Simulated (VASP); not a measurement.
# P (Cmce) in VASP: notebook

P is run at these levels: LDA, PBEsol; tasks: density of states.

Program: VASP 6.6.1. These are calculated values, not measurements. Logs are shortened: lines on timing, memory, paths and dates and some standing lists are left out, and cuts for length are marked.

### Step 1. The cell of the first run

It takes space group Cmce (No. 64, orthorhombic). The conventional cell has a = 3.295 Å, b = 10.930 Å, c = 4.544 Å, α = 90.00°, β = 90.00°, γ = 90.00°. Within 2.9 Å of P (site symmetry m) lie 3 P at 2.20 to 2.25 Å.

### Step 2. Density of states, LDA

The input, POSCAR:

```
P
1.0
    1.6477431241     -5.4650377251      0.0000000000
    1.6477431241      5.4650377251      0.0000000000
    0.0000000000      0.0000000000      4.5436355900
P
4
Direct
    0.9041431300      0.0958568700      0.5888151700
    0.0958568700      0.9041431300      0.4111848300
    0.5958568700      0.4041431300      0.0888151700
    0.4041431300      0.5958568700      0.9111848300
```

The input, INCAR.step1:

```
SYSTEM = P
PREC     = Accurate       ! precision mode
ENCUT    = 520            ! plane-wave cutoff, eV
EDIFF    = 1E-7           ! SCF threshold, eV
ISMEAR   = -1             ! smearing method
SIGMA    = 0.05           ! smearing width, eV
LREAL    = .FALSE.        ! projectors in reciprocal space
LASPH    = .TRUE.         ! aspherical terms in the spheres
NELM     = 100            ! most SCF steps
ALGO     = Normal         ! electronic algorithm
ISIF     = 2              ! what is computed and relaxed
LWAVE    = .FALSE.        ! write WAVECAR
LCHARG   = .TRUE.         ! write CHGCAR
GGA      = CA             ! functional
NBANDS   = 18             ! bands
```

The input, KPOINTS.step1:

```
Automatic mesh
0
G
  5 5 4
  0 0 0
```

The input, INCAR.step2:

```
SYSTEM = P
PREC     = Accurate       ! precision mode
ENCUT    = 520            ! plane-wave cutoff, eV
EDIFF    = 1E-7           ! SCF threshold, eV
ISMEAR   = -5             ! smearing method
SIGMA    = 0.05           ! smearing width, eV
LREAL    = .FALSE.        ! projectors in reciprocal space
LASPH    = .TRUE.         ! aspherical terms in the spheres
NELM     = 100            ! most SCF steps
ALGO     = Normal         ! electronic algorithm
ISIF     = 2              ! what is computed and relaxed
LWAVE    = .FALSE.        ! write WAVECAR
LCHARG   = .FALSE.        ! write CHGCAR
GGA      = CA             ! functional
LORBIT   = 10             ! projections on sites
NEDOS    = 2001           ! points of the DOS
ICHARG   = 11             ! starting density
```

The input, KPOINTS.step2:

```
Automatic mesh
0
G
  8 8 6
  0 0 0
```

Potentials or basis: VASP PAW LDA potentials, release 64 (P).

On the command line:

```bash
$ cat potpaw_LDA.64/P/POTCAR > POTCAR
$ cp INCAR.step1 INCAR
$ cp KPOINTS.step1 KPOINTS
$ mpirun -np 1 vasp_std > vasp.out
$ cp INCAR.step2 INCAR
$ cp KPOINTS.step2 KPOINTS
$ mpirun -np 1 vasp_std > vasp.out
```

OUTCAR:

```text
SYSTEM = P
   PREC = Accurate
   ENCUT = 520
   EDIFF = 1E-7
   ISMEAR = -5
   LREAL = .FALSE.
   LASPH = .TRUE.
   NELM = 100
   ISIF = 2
   GGA = CA
   LORBIT = 10
   ICHARG = 11

 ion  position               nearest neighbor table
   1  0.904  0.096  0.589-   4 2.20   4 2.20   2 2.25
   2  0.096  0.904  0.411-   3 2.20   3 2.20   1 2.25
   3  0.596  0.404  0.089-   2 2.20   2 2.20   4 2.25
   4  0.404  0.596  0.911-   1 2.20   1 2.20   3 2.25

  LATTYP: Found a base centered orthorhombic cell.
 ALAT       =     3.2954862482
 B/A-ratio  =     3.3166806435
 C/A-ratio  =     1.3787451222

  Lattice vectors:

 A1 = (   1.6477431241,  -5.4650377251,   0.0000000000)
 A2 = (   1.6477431241,   5.4650377251,   0.0000000000)
 A3 = (   0.0000000000,   0.0000000000,   4.5436355900)

Analysis of symmetry for initial positions (statically):
=====================================================================
 Subroutine PRICEL returns:
 Original cell was already a primitive cell.

 Routine SETGRP: Setting up the symmetry group for a
 base centered orthorhombic supercell.

 Subroutine GETGRP returns: Found  8 space group operations
 (whereof  4 operations were pure point group operations)
 out of a pool of  8 trial point group operations.

The static configuration has the point symmetry C_2h.
 The point group associated with its full space group is D_2h.

Analysis of symmetry for dynamics (positions and initial velocities):
=====================================================================
 Subroutine PRICEL returns:
 Original cell was already a primitive cell.

 Routine SETGRP: Setting up the symmetry group for a
 base centered orthorhombic supercell.

 Subroutine GETGRP returns: Found  8 space group operations
 (whereof  4 operations were pure point group operations)
 out of a pool of  8 trial point group operations.

The dynamic configuration has the point symmetry C_2h.
 The point group associated with its full space group is D_2h.

 Subroutine INISYM returns: Found  8 space group operations
 (whereof  4 operations are pure point group operations),
 and found     1 'primitive' translations

----------------------------------------------------------------------------------------

                                     Primitive cell

  volume of cell :      81.8307

  direct lattice vectors                    reciprocal lattice vectors
     1.647743124 -5.465037725  0.000000000     0.303445357 -0.091490677  0.000000000
     1.647743124  5.465037725  0.000000000     0.303445357  0.091490677  0.000000000
     0.000000000  0.000000000  4.543635590     0.000000000  0.000000000  0.220088073

  length of vectors
     5.708037731  5.708037731  4.543635590     0.316937894  0.316937894  0.220088073

  position of ions in fractional coordinates (direct lattice)
     0.904143130  0.095856870  0.588815170
     0.095856870  0.904143130  0.411184830
     0.595856870  0.404143130  0.088815170
     0.404143130  0.595856870  0.911184830

  ion indices of the primitive-cell ions
   primitive index   ion index
                 1           1
                 2           2
                 3           3
                 4           4

----------------------------------------------------------------------------------------

 KPOINTS: Automatic mesh

Automatic generation of k-mesh.
 Grid dimensions read from file:
 generate k-points for:    8    8    6

 Generating k-lattice:

  Cartesian coordinates                     Fractional coordinates (reciprocal lattice)
     0.037930670 -0.011436335  0.000000000     0.125000000 -0.000000000  0.000000000
     0.037930670  0.011436335  0.000000000    -0.000000000  0.125000000  0.000000000
     0.000000000  0.000000000  0.036681345     0.000000000  0.000000000  0.166666667

  Length of vectors
     0.039617237  0.039617237  0.036681345

  Shift w.r.t. Gamma in fractional coordinates (k-lattice)
     0.000000000  0.000000000  0.000000000

 TETIRR: Found    576 inequivalent tetrahedra from     2304

 Subroutine IBZKPT returns following result:
 ===========================================

 Found     84 irreducible k-points:

 Following reciprocal coordinates:
            Coordinates               Weight
  0.000000  0.000000  0.000000      1.000000
  0.125000  0.000000  0.000000      4.000000
  0.250000  0.000000  0.000000      4.000000
  0.375000  0.000000  0.000000      4.000000
  0.500000  0.000000  0.000000      2.000000
  0.125000  0.125000  0.000000      2.000000
[... 16 lines left out ...]
  0.125000  0.000000  0.166667      8.000000
  0.250000  0.000000  0.166667      8.000000
 [... further k-points ...]
   k-points           NKPTS =     84   k-points in BZ     NKDIM =     84   number of bands    NBANDS=     14
   number of dos      NEDOS =   2001   number of ions     NIONS =      4
   total plane-waves  NPLWV =  63504
   dimension x,y,z NGX =    42 NGY =   42 NGZ =   36
   dimension x,y,z NGXF=    84 NGYF=   84 NGZF=   72
   ions per type =               4
   NGX,Y,Z   is equivalent  to a cutoff of  12.23, 12.23, 13.17 a.u.
   NGXF,Y,Z  is equivalent  to a cutoff of  24.46, 24.46, 26.34 a.u.
 SYSTEM =  P
   PREC   = accura    normal or accurate (medium, high low for compatibility)
   ISTART =      0    job   : 0-new  1-cont  2-samecut
   ICHARG =     11    charge: 1-file 2-atom 10-const
   ISPIN  =      1    spin polarized calculation?
   LNONCOLLINEAR =      F non collinear calculations
   LSORBIT =      F    spin-orbit coupling
   LASPH  =      T    aspherical Exc in radial PAW
   ENCUT  =  520.0 eV  38.22 Ry    6.18 a.u.  10.61 10.61  8.45*2*pi/ulx,y,z
   NELM   =    100;   NELMIN=  2; NELMDL=  0     # of ELM steps
   EDIFF  = 0.1E-06   stopping-criterion for ELM
   LREAL  =      F    real-space projection
   EDIFFG = 0.1E-05   stopping-criterion for IOM
   NSW    =      0    number of steps for IOM
   IBRION =     -1    ionic relax: 0-MD 1-quasi-New 2-CG
   NFREE  =      0    steps in history (QN), initial steepest desc. (CG)
   ISIF   =      2    stress and relaxation
   ISYM   =      2    0-nonsym 1-usesym 2-fastsym
   POTIM  = 0.5000    time-step for ionic-motion
   TEBEG  =    0.0;   TEEND  =   0.0 temperature during run
   PSTRESS=    0.0 pullay stress
   NELECT =      20.0000    total number of electrons
   NUPDOWN=      -1.0000    fix difference up-down
   EMIN   =  10.00;   EMAX   =-10.00  energy-range for DOS
   EFERMI =   0.00;   METHOD = LEGACY
   ISMEAR =    -5;   SIGMA  =   0.05  broadening in eV -4-tet -1-fermi 0-gaus
   EFERMI_NEDOS =   21; number of points for ismear=-14 and -15
   IALGO  =     38    algorithm
   IMIX   =      4    mixing-type and parameters
     AMIX     =   0.40;   BMIX     =  1.00
     AMIX_MAG =   1.60;   BMIX_MAG =  1.00
  volume/ion in A,a.u.               =      20.46       138.06
  Fermi-wavevector in a.u.,A,eV,Ry     =   1.023559  1.934246 14.254450  1.047673
  Thomas-Fermi vector in A             =   2.157299
   LORBIT       =     10    0 simple, 1 ext, 2 COOP (PROOUT), +10 PAW based schemes
   GGA     = CA    functional components
   LHFCALC =     F    Hartree Fock is set to
   AEXX    =    0.0000 exact exchange contribution
   IVDW    =     0    specifies the selected vdW correction
   LEPSILON=     F    determine dielectric tensor
   LRPA    =     F    only Hartree local field effects (RPA)
 non-spin polarized calculation
 Fermi weights with tetrahedron method with Bloechl corrections
  energy-cutoff  :      520.00
  volume of cell :       81.83
 maximum number of plane-waves:      2226

 number of electron      20.0000004 magnetization

 Free energy of the ion-electron system (eV)
  ---------------------------------------------------
  ext. energy  EPLUGINS =         0.00000000
  ---------------------------------------------------
  free energy    TOTEN  =       -23.98096717 eV

  energy without entropy =      -23.98096717  energy(sigma->0) =      -23.98096717

 E-fermi :   5.8080     XC(G=0):  -9.6766

 val. band max:        5.7988318504   @ k =   0.5000   0.5000   0.0000
 cond. band min:       5.8154934229   @ k =   0.5000   0.5000   0.0000
 fundamental gap:      0.0166615725
 Fermi energy:         5.8080212225

 k-point     1 :       0.0000    0.0000    0.0000
  band No.  band energies     occupation
      1     -10.0084      2.00000
      2      -7.2527      2.00000
      3      -3.9870      2.00000
      4      -1.0213      2.00000
      5       0.8538      2.00000
      6       0.8644      2.00000
      7       1.7154      2.00000
      8       2.9423      2.00000
      9       3.2086      2.00000
     10       4.5560      2.00000
     11       6.2773      0.00000
     12       6.7170      0.00000
     13       7.6025      0.00000
     14       8.5659      0.00000

 k-point     2 :       0.1250    0.0000    0.0000
  band No.  band energies     occupation
      1      -9.8164      2.00000
      2      -7.0713      2.00000
      3      -4.0691      2.00000
      4      -0.8506      2.00000
      5       0.4815      2.00000
      6       0.7929      2.00000
      7       1.0018      2.00000
      8       2.4763      2.00000
      9       3.0369      2.00000
     10       4.6672      2.00000
     11       6.4744      0.00000
     12       7.6776      0.00000
     13       8.1255      0.00000
     14       8.9445      0.00000
[... 343 lines left out ...]
      1      -9.6752      2.00000
      2      -7.3057      2.00000
      3      -4.0107      2.00000
      4      -1.1850      2.00000
      5       0.4144      2.00000
      6       0.6173      2.00000
      7       1.8089      2.00000
      8       2.1358      2.00000
      9       3.7399      2.00000
     10       3.8168      2.00000
     11       7.3194      0.00000
     12       7.6774      0.00000
     13       8.1890      0.00000
     14       8.8320      0.00000

 k-point    24 :       0.2500    0.0000    0.1667
  band No.  band energies     occupation
      1      -9.1098      2.00000
      2      -6.7852      2.00000
      3      -4.3783      2.00000
      4      -1.4457      2.00000
      5      -0.5078      2.00000
      6      -0.0699      2.00000
      7       1.6562      2.00000
      8       2.1395      2.00000
      9       3.2992      2.00000
     10       4.0664      2.00000
     11       6.7704      0.00000
     12       7.4845      0.00000
     13       7.8737      0.00000
     14       8.9078      0.00000

 [... further k-points ...]
[... 5 lines left out ...]
  --------------------------------------------------------------------------------------
  -------------------------------------------------------------------------------------
  Total       -1.5860183     -0.9879801     -1.2370461      0.0000000      0.0000000      0.0000000
  in kB      -31.0529323    -19.3438376    -24.2203430      0.0000000      0.0000000      0.0000000
  external PRESSURE =     -24.8723709 kB  Pullay stress =       0.0000000 kB

 VOLUME and BASIS-vectors are now :
 -----------------------------------------------------------------------------
  energy-cutoff  :      520.00
  volume of cell :       81.83
      direct lattice vectors                 reciprocal lattice vectors
     1.647743124 -5.465037725  0.000000000     0.303445357 -0.091490677  0.000000000
     1.647743124  5.465037725  0.000000000     0.303445357  0.091490677  0.000000000
     0.000000000  0.000000000  4.543635590     0.000000000  0.000000000  0.220088073

 POSITION                                       TOTAL-FORCE (eV/Angst)
 -----------------------------------------------------------------------------------
      1.64774     -4.41731      2.67536         0.000000      0.042587     -0.152781
      1.64774      4.41731      1.86827         0.000000     -0.042587      0.152781
      1.64774     -1.04772      0.40354         0.000000     -0.042587     -0.152781
      1.64774      1.04772      4.14009         0.000000      0.042587      0.152781
 -----------------------------------------------------------------------------------
    total drift:                               -0.000000     -0.000000     -0.000000

  FREE ENERGIE OF THE ION-ELECTRON SYSTEM (eV)
  ---------------------------------------------------
  free  energy   TOTEN  =       -23.9809671662 eV

  energy  without entropy=      -23.9809671662  energy(sigma->0) =      -23.98096717

 total charge

# of ion       s       p       d       tot
------------------------------------------
    1        1.081   1.389   0.000   2.470
    2        1.081   1.389   0.000   2.470
    3        1.081   1.389   0.000   2.470
    4        1.081   1.389   0.000   2.470
--------------------------------------------------
tot          4.324   5.557   0.000   9.880
```

Wall time 94 s (1 thread of AMD EPYC 7R13 (Zen 3), shared host); peak memory 0.18 GiB.

Results:

- Valence electrons inside the program's atomic spheres: P 2.47

(Part 1 of 2 ends here.)
